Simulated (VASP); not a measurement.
Here is a VASP 6.6.1 calculation.

Contents of INCAR:

```
PREC     = Accurate       # precision mode
ENCUT    = 520            # plane-wave cutoff, eV
EDIFF    = 1E-8           # SCF threshold, eV
ISMEAR   = 0              # smearing method
SIGMA    = 0.01           # smearing width, eV
LREAL    = F              # projectors in reciprocal space
LASPH    = T              # aspherical terms in the spheres
NELM     = 60             # most SCF steps
ALGO     = Normal         # electronic algorithm
ISIF     = 2              # what is computed and relaxed
LWAVE    = F              # write WAVECAR
LCHARG   = F              # write CHGCAR
IBRION   = 8              # ionic algorithm
NSW      = 1              # ionic steps
```

File KPOINTS:

```
Automatic mesh
0
Gamma
  8 8 8
```

POSCAR

```
BeS
1.0
    2.3323504502      2.3323504502      0.0000000000
   -2.3323504502      2.3323504502      0.0000000000
    0.0000000000      2.3323504502      2.3323504502
Be S
1 1
Direct
    0.0000000000      0.0000000000      0.0000000000
    0.7500000000      0.2500000000      0.5000000000
```

Potentials or basis: VASP PAW LDA potentials, release 64 (Be, S).

The run is started by

```sh
$ cat potpaw_LDA.64/Be/POTCAR potpaw_LDA.64/S/POTCAR > POTCAR
$ mpirun -np 1 vasp_std > vasp.out
```

Predict the highest phonon frequency at Γ, LO-TO splitting left out.

663 cm⁻¹.

Phonon frequencies in cm⁻¹ (negative: imaginary):
```csv
q point,frequencies
"(0.000, 0.000, 0.000)",0 0 0 663 663 663
```

Caveat: the cell wasn't relaxed at this level first, which shifts response properties.
